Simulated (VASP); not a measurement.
Here is a VASP 6.6.1 calculation.

INCAR

```
SYSTEM = HW4C4
ALGO = Normal
EDIFF = 1E-6
ENCUT = 520
GGA = PS
ISIF = 2
ISMEAR = 0
LASPH = .True.
LCHARG = .False.
LREAL = Auto
LWAVE = .False.
NBANDS = 88
NELM = 100
PREC = Accurate
SIGMA = 0.05
```

Contents of KPOINTS:

```
k-points
0
Gamma
  4 4 1
  0 0 0
```

Contents of POSCAR:

```
HW4C4
1.0
    5.7641401425     -0.0000000823      0.0000000000
   -2.8820701425      4.9918919177      0.0000000000
    0.0000000000      0.0000000000     16.2358050000
W C H
8 8 2
Direct
   -0.0000000100      0.0000000050      0.0615922600
    0.0010510164      0.0011818050      0.2359182082
   -0.0000000100      0.4999999850      0.0615922600
    0.0010510164      0.4998692114      0.2359182082
    0.5000000000      0.0000000000      0.0615922600
    0.4989417614     -0.0005291193      0.2384997911
    0.4999999800      0.4999999900      0.0615922600
    0.5034428603      0.5017214302      0.2347121066
    0.3340081361      0.1657174283      0.1422644314
    0.3264498944      0.1697789095      0.3082601040
    0.3340081361      0.6682907078      0.1422644314
    0.3264498944      0.6566709848      0.3082601040
    0.8315850112      0.1657925056      0.1422702715
    0.8396559221      0.1698279610      0.3051127324
    0.8337181525      0.6668590763      0.1427330533
    0.8368505511      0.6684252756      0.3111194699
    0.3504741268      0.4252370634      0.3390651484
   -0.1657100097     -0.3328550049      0.3785265737
```

Potentials or basis: VASP PAW PBE potentials, release 64 (W_sv, C, H).

The run is started by

```sh
$ cat potpaw_PBE.64/W_sv/POTCAR potpaw_PBE.64/C/POTCAR potpaw_PBE.64/H/POTCAR > POTCAR
$ mpirun -np 1 vasp_std > vasp.out
```

Question: Estimate the largest force.

Answer: 0.186 eV/Å.

Question: Estimate the band gap on the k mesh.

Answer: Zero (bands 73 and 74 overlap by 0.93 eV).

Forces on the atoms (eV/Å):
```
W   -0.005 -0.038 -0.061
W    0.004 -0.012 -0.037
W   -0.035  0.015 -0.061
W   -0.008  0.009 -0.037
W   -0.058 -0.034  0.024
W   -0.008 -0.004 -0.026
W    0.099  0.057 -0.146
W    0.002  0.001 -0.024
C    0.005 -0.004 -0.006
C    0.008 -0.006  0.091
C   -0.001  0.007 -0.006
C   -0.001  0.010  0.091
C   -0.003 -0.002 -0.001
C   -0.001 -0.001  0.105
C   -0.001  0.000 -0.009
C    0.001  0.001  0.064
H    0.001  0.000  0.013
H    0.000  0.000  0.029
```

Caveat: the PAW data sets were made with another functional, which shifts forces and pressure a little; spin-orbit coupling is left out, which moves the levels of the heavy elements.
